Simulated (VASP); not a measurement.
# Nb3Ag (Fm-3m) in VASP: notebook

Nb3Ag is run at these levels: PBE; tasks: single point.

All numbers are computed with VASP 6.6.1; they aren't measurements. Logs are shortened: lines on timing, memory, paths and dates and some standing lists are left out, and cuts for length are marked.

## (1) The cell of the first run

It takes space group Fm-3m (No. 225, cubic). Conventional cell: a = 6.625 Å, b = 6.625 Å, c = 6.625 Å, α = 90.00°, β = 90.00°, γ = 90.00°. Within 3.8 Å of Nb (site symmetry -43m) lie 10 Nb at 2.87 to 3.31 Å and 4 Ag at 2.87 Å. Nb (site symmetry m-3m) has 8 Nb at 2.87 Å and 6 Ag at 3.31 Å within 3.8 Å. Ag (site symmetry m-3m) has 14 Nb at 2.87 to 3.31 Å within 3.8 Å.

## (2) Single point, PBE, collinear spin, ferromagnetic start

INCAR

```
  PREC = Accurate
  ENCUT = 520
  EDIFF = 1E-7
  ISMEAR = 0
  SIGMA = 0.1
  LREAL = F
  LASPH = T
  NELM = 150
  ALGO = Fast
  ISIF = 2
  LWAVE = F
  LCHARG = F
  ISPIN = 2
  MAGMOM = 1 1 1 0
  LORBIT = 11
  LMAXMIX = 4
  GGA = PE
  NBANDS = 37
```

KPOINTS

```
Automatic mesh
0
Gamma
  4 4 4
```

POSCAR

```
Nb3Ag
1.0
    0.0000000000      3.3125120630      3.3125120630
    3.3125120630      0.0000000000      3.3125120630
    3.3125120630      3.3125120630      0.0000000000
Nb Ag
3 1
Direct
    0.7500000000      0.7500000000      0.7500000000
    0.5000000000      0.5000000000      0.5000000000
    0.2500000000      0.2500000000      0.2500000000
    0.0000000000      0.0000000000      0.0000000000
```

Potentials or basis: VASP PAW PBE potentials, release 64 (Nb_sv, Ag).

The run is started by

```bash
$ cat potpaw_PBE.64/Nb_sv/POTCAR potpaw_PBE.64/Ag/POTCAR > POTCAR
$ mpirun -np 1 vasp_std > vasp.out
```

OUTCAR:

```text
PREC = Accurate
   ENCUT = 520
   EDIFF = 1E-7
   ISMEAR = 0
   LREAL = F
   LASPH = T
   NELM = 150
   ISIF = 2
   ISPIN = 2
   LORBIT = 11
   GGA = PE

 ion  position               nearest neighbor table
   1  0.750  0.750  0.750-   2 2.87   2 2.87   2 2.87   2 2.87   4 2.87   4 2.87   4 2.87   4 2.87

   2  0.500  0.500  0.500-   3 2.87   3 2.87   3 2.87   1 2.87   3 2.87   1 2.87   1 2.87   1 2.87
                             4 3.31   4 3.31   4 3.31   4 3.31   4 3.31   4 3.31
   3  0.250  0.250  0.250-   4 2.87   4 2.87   4 2.87   2 2.87   4 2.87   2 2.87   2 2.87   2 2.87

   4  0.000  0.000  0.000-   1 2.87   1 2.87   1 2.87   1 2.87   3 2.87   3 2.87   3 2.87   3 2.87
                             2 3.31   2 3.31   2 3.31   2 3.31   2 3.31   2 3.31

  LATTYP: Found a face centered cubic cell.
 ALAT       =     6.6250241260

  Lattice vectors:

 A1 = (   0.0000000000,   3.3125120630,   3.3125120630)
 A2 = (   3.3125120630,   0.0000000000,   3.3125120630)
 A3 = (   3.3125120630,   3.3125120630,   0.0000000000)

Analysis of symmetry for initial positions (statically):
=====================================================================
 Subroutine PRICEL returns:
 Original cell was already a primitive cell.

 Routine SETGRP: Setting up the symmetry group for a
 face centered cubic supercell.

 Subroutine GETGRP returns: Found 48 space group operations
 (whereof 48 operations were pure point group operations)
 out of a pool of 48 trial point group operations.

The static configuration has the point symmetry O_h .

Analysis of symmetry for dynamics (positions and initial velocities):
=====================================================================
 Subroutine PRICEL returns:
 Original cell was already a primitive cell.

 Routine SETGRP: Setting up the symmetry group for a
 face centered cubic supercell.

 Subroutine GETGRP returns: Found 48 space group operations
 (whereof 48 operations were pure point group operations)
 out of a pool of 48 trial point group operations.

The dynamic configuration has the point symmetry O_h .

Analysis of structural, dynamic, and magnetic symmetry:
=====================================================================
 Subroutine PRICEL returns:
 Original cell was already a primitive cell.

 Routine SETGRP: Setting up the symmetry group for a
 face centered cubic supercell.

[... 117 lines left out ...]
   LHFCALC =     F    Hartree Fock is set to
   AEXX    =    0.0000 exact exchange contribution
   IVDW    =     0    specifies the selected vdW correction
   LEPSILON=     F    determine dielectric tensor
   LRPA    =     F    only Hartree local field effects (RPA)
 spin polarized calculation
 RMM-DIIS sequential band-by-band and
 Gauss-broadening in eV      SIGMA  =   0.10
  energy-cutoff  :      520.00
  volume of cell :       72.69
 maximum number of plane-waves:      1964
 NGX is ok and might be reduce to    36
   NGX = 17   NGY = 17   NGZ = 17

 number of electron      50.0000008 magnetization       0.0048422

 number of electron      50.0000008 magnetization      -0.0000613

 Free energy of the ion-electron system (eV)
  ---------------------------------------------------
  ext. energy  EPLUGINS =         0.00000000
  ---------------------------------------------------
  free energy    TOTEN  =       -32.14533406 eV

  energy without entropy =      -32.10823569  energy(sigma->0) =      -32.12678488

 E-fermi :  10.5815     XC(G=0): -12.3417

 val. band max:       10.5506123137   @ k =  -0.2500   0.2500   0.0000
 cond. band min:      10.5919398602   @ k =   0.2500   0.2500   0.0000
 fundamental gap:      0.0413275464
 Fermi energy:        10.5814959457

 spin component 1

 k-point     1 :       0.0000    0.0000    0.0000
  band No.  band energies     occupation
      1     -44.3666      1.00000
      2     -44.2855      1.00000
      3     -43.6300      1.00000
      4     -20.4750      1.00000
      5     -20.4750      1.00000
      6     -20.4750      1.00000
[... 309 lines left out ...]
     36      15.0732      0.00000
     37      21.0960      0.00000
 Fermi energy:        10.5814959457

 spin component 2

 k-point     1 :       0.0000    0.0000    0.0000
  band No.  band energies     occupation
      1     -44.3666      1.00000
      2     -44.2855      1.00000
      3     -43.6300      1.00000
      4     -20.4751      1.00000
      5     -20.4751      1.00000
      6     -20.4751      1.00000
[... 309 lines left out ...]
     36      15.0731      0.00000
     37      20.8758      0.00000

------------------------ aborting loop because EDIFF is reached ----------------------------------------

  FORCE on cell =-STRESS in cart. coord.  units (eV):
  Direction    XX          YY          ZZ          XY          YZ          ZX
  --------------------------------------------------------------------------------------
  -------------------------------------------------------------------------------------
  Total       -0.1702295     -0.1702295     -0.1702295      0.0000000     -0.0000000      0.0000000
  in kB       -3.7518293     -3.7518293     -3.7518293      0.0000000     -0.0000000      0.0000000
  external PRESSURE =      -3.7518293 kB  Pullay stress =       0.0000000 kB

 VOLUME and BASIS-vectors are now :
 -----------------------------------------------------------------------------
  energy-cutoff  :      520.00
  volume of cell :       72.69
      direct lattice vectors                 reciprocal lattice vectors
     0.000000000  3.312512063  3.312512063    -0.150942847  0.150942847  0.150942847
     3.312512063  0.000000000  3.312512063     0.150942847 -0.150942847  0.150942847
     3.312512063  3.312512063  0.000000000     0.150942847  0.150942847 -0.150942847

 POSITION                                       TOTAL-FORCE (eV/Angst)
 -----------------------------------------------------------------------------------
      4.96877      4.96877      4.96877         0.000000      0.000000      0.000000
      3.31251      3.31251      3.31251        -0.000000      0.000000     -0.000000
      1.65626      1.65626      1.65626        -0.000000     -0.000000     -0.000000
      0.00000      0.00000      0.00000        -0.000000      0.000000     -0.000000
 -----------------------------------------------------------------------------------
    total drift:                                0.000000      0.000000      0.000000

  FREE ENERGIE OF THE ION-ELECTRON SYSTEM (eV)
  ---------------------------------------------------
  free  energy   TOTEN  =       -32.1453340640 eV

  energy  without entropy=      -32.1082356889  energy(sigma->0) =      -32.12678488

 total charge

# of ion       s       p       d       tot
------------------------------------------
    1        2.201   5.999   2.380  10.580
    2        2.241   5.972   2.552  10.766
    3        2.201   5.999   2.380  10.580
    4        0.526   0.498   9.008  10.033
--------------------------------------------------
tot          7.170  18.468  16.321  41.959

 magnetization (x)

# of ion       s       p       d       tot
------------------------------------------
    1        0.000  -0.000  -0.000  -0.000
    2        0.000  -0.000   0.000   0.000
    3        0.000  -0.000  -0.000  -0.000
    4        0.000  -0.000  -0.000  -0.000
--------------------------------------------------
tot          0.000  -0.000  -0.000  -0.000
```

stdout:

```text
POSCAR found type information on POSCAR NbAg
[... 32 lines left out ...]
 num prob  num prob  num prob  num prob  num prob  num prob  num prob  num prob  num prob  num prob  num prob  num prob  num prob  num prob  num prob  num prob  num prob  num prob  num prob  num prob WARNING in EDDRMM: call to ZHEGV failed, returncode =   8  4     17
 num prob  num prob  num prob  num prob  num prob  num prob  num prob  num prob  num prob  num prob  num prob  num prob  num prob  num prob  num prob  num prob  num prob  num prob  num prob  num prob  num prob  num prob  num prob  num prob  num prob  num prob  num prob  num prob  num prob  num prob  num prob  num prob  num prob  num prob  num prob  num prob  num prob  num prob  num prob  num prob  num prob  num prob  num prob  num prob  num prob  num prob  num prob  num prob RMM:  36    -0.321453340640E+02   -0.76080E-07   -0.53279E-07  1136   0.235E-03
```

Wall time 2.6 min (1 thread of Intel Xeon 6975P-C (Granite Rapids), shared host); peak memory 0.25 GiB.

What came out:

- Free energy: -32.1453 eV
- Pressure: -0.4 GPa
- Band gap on the k mesh: zero (filled and empty bands overlap)
- Net moment: 0.00 μB per cell
- Valence electrons inside the program's atomic spheres: Nb 10.58, 10.77; Ag 10.03

Caveat: the k points lie up to 0.41 Å⁻¹ apart.

## (3) Single point, PBE

This run uses another cell than the first one, of 18.06 Å³/atom, 0.994 times its volume.

INCAR

```
  ALGO = Fast
  EDIFF = 1E-6
  ENCUT = 520
  GGA = PE
  ISIF = 2
  ISMEAR = 0
  LASPH = True
  LCHARG = True
  LELF = True
  LREAL = False
  LVHAR = True
  LWAVE = False
  NBANDS = 33
  NELM = 60
  PREC = Accurate
  SIGMA = 0.1
```

KPOINTS

```
k-points
0
Gamma
  12 12 12
```

POSCAR

```
Nb3Ag
1.0
    0.0000000000      3.3058730569      3.3058730569
    3.3058730569      0.0000000000      3.3058730569
    3.3058730569      3.3058730569      0.0000000000
Nb Ag
3 1
Direct
    0.7500000000      0.7500000000      0.7500000000
    0.5000000000      0.5000000000      0.5000000000
    0.2500000000      0.2500000000      0.2500000000
    0.0000000000      0.0000000000      0.0000000000
```

Potentials or basis: VASP PAW PBE potentials, release 64 (Nb_sv, Ag).

The run is started by

```bash
$ cat potpaw_PBE.64/Nb_sv/POTCAR potpaw_PBE.64/Ag/POTCAR > POTCAR
$ mpirun -np 1 vasp_std > vasp.out
```

Wall time 6.8 min (1 thread of Intel Xeon 6975P-C (Granite Rapids), shared host); peak memory 0.3 GiB.

The run converged. Its results:

* Free energy: -32.2581 eV
* Pressure: -0.4 GPa
* Band gap on the k mesh: zero (band 25 reaches 11.17 eV, above the bottom of band 26 at 10.15 eV)

Levels at points of the mesh, in eV from the Fermi level:
```tsv
k point	band 22	band 23	band 24	band 25	band 26	band 27	band 28	band 29
(0.00, 0.00, 0.00)	-1.64	-1.64	-0.55	-0.55	-0.55	3.30	3.30	3.30
(0.50, 0.00, 0.00)	-1.55	-1.47	-1.47	0.12	0.12	1.06	1.06	1.44
(0.50, 0.50, 0.00)	-1.08	-1.00	-1.00	0.17	0.17	1.23	1.35	1.35
```
